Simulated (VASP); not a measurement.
Here is a VASP 6.6.1 calculation.

File INCAR:

```
PREC = Accurate
ENCUT = 520
EDIFF = 1E-7
ISMEAR = -1
SIGMA = 0.1
LREAL = F
LASPH = T
NELM = 80
ALGO = Normal
ISIF = 2
LWAVE = F
LCHARG = T
GGA = CA
LELF = T
LVHAR = T
NBANDS = 10
```

Contents of KPOINTS:

```
regular mesh
0
Gamma
  13 13 13
```

POSCAR

```
K
1.0
    4.2607442551      0.0000000000      0.0000000000
    0.0000000000      4.2607442551      0.0000000000
    0.0000000000      0.0000000000      4.2607442551
K
1
Direct
    0.0000000000      0.0000000000      0.0000000000
```

Potentials or basis: VASP PAW LDA potentials, release 64 (K_sv).

Command:

```sh
$ cat potpaw_LDA.64/K_sv/POTCAR > POTCAR
$ mpirun -np 1 vasp_std > vasp.out
```

Problem. Predict the pressure.

Solution. -0.3 GPa.
